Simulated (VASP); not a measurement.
Wanted: the native input for a VASP 6.6.1 run.

| Item | Value |
| --- | --- |
| Task | single point |
| Functional | PBE |
| Dispersion | D3(BJ) |
| Potentials or basis | VASP PAW PBE potentials, release 64 (O, H, C) |
| Cutoff | 520 eV |
| k mesh | 1 × 1 × 1 |
| Occupations | fermi-dirac, width 0.02 eV |
| Spin | no spin polarisation |
| Dipole correction | no |
| Further INCAR settings | LREAL = Auto; ALGO = Normal; EDIFF = 1e-06; NBANDS = 60 |

The structure of H20CO9 lies in POSCAR:

```
H20CO9
1.0
    6.4881390000     -0.1015010000      0.2293600000
   -0.1015010000      6.2508330000      0.0366070000
    0.2293600000      0.0366070000      6.4918460000
O H C
9 20 1
Direct
    0.1500791703      0.5194667366      0.5445233486
    0.2278019703      0.5328627783      0.0679074692
    0.7500019141      0.4813728565      0.0695114987
    0.2723225935      0.9537457994      0.6511131529
    0.5633397651      0.6881035889      0.7473687736
    0.8965428760      0.9223054053      0.8419956499
    0.5073519985      0.2126952290      0.9335476552
    0.3724347677      0.9299598375      0.2480088594
    0.7967819471      1.2946406404      0.4450440110
    0.1698914391      0.6652347693      0.5975005338
    0.2458728433      0.5052659495      0.4103933356
    0.0966474619      0.5027822669      0.0164402525
    0.3205693264      0.4173104831      0.0163894421
    0.7172111482      0.6197252311      0.0354774543
    0.7672845174      0.4605140804      0.2153559379
    0.2793233245      0.9574003949      0.4917533235
    0.1299164397      0.9582293881      0.7117427712
    0.4261769864      0.7483639925      0.7419086475
    0.5792561657      0.6026223953      0.6229170575
    0.8276166785      1.0522466601      0.8846879986
    0.7852932094      0.8451818555      0.7708201299
    0.5011679620      0.1756967209      0.7899633458
    0.6133000950      0.3101057553      0.9788096404
    0.3105149197      0.7961260278      0.1793844944
    0.4059227323      1.0189340967      0.1287919402
    0.7661447966      1.0556237404      0.2441268341
    0.9143032314      1.3929600966      0.4846546453
    1.0358953259      1.1346344293      0.3014198867
    0.8927546181      0.9755903799      0.4661115442
    0.8795959874      1.1024506645      0.3590809845
```

The input as run:

INCAR

```
  PREC = Accurate
  ENCUT = 520
  EDIFF = 1E-6
  ISMEAR = -1
  SIGMA = 0.02
  LREAL = Auto
  LASPH = True
  NELM = 60
  ALGO = Normal
  ISIF = 2
  LWAVE = False
  LCHARG = False
  GGA = PE
  IVDW = 12
  NBANDS = 60
```

KPOINTS

```
regular mesh
0
Gamma
  1 1 1
```

Potentials or basis: VASP PAW PBE potentials, release 64 (O, H, C).

The run is started by

```bash
$ cat potpaw_PBE.64/O/POTCAR potpaw_PBE.64/H/POTCAR potpaw_PBE.64/C/POTCAR > POTCAR
$ mpirun -np 1 vasp_gam > vasp.out
```

It gave:

```json
{"Pressure": "1.3 GPa", "Largest force": "3.045 eV/Å", "Dispersion energy per atom": "-0.040 eV"}
```

Caveat: the k points lie up to 1.01 Å⁻¹ apart; the atoms stand as in a frame of molecular dynamics.

Wall time 31 s on 1 thread of AMD EPYC 7R43 64-Core Processor (Zen 3) (shared host), peak memory 0.26 GiB.
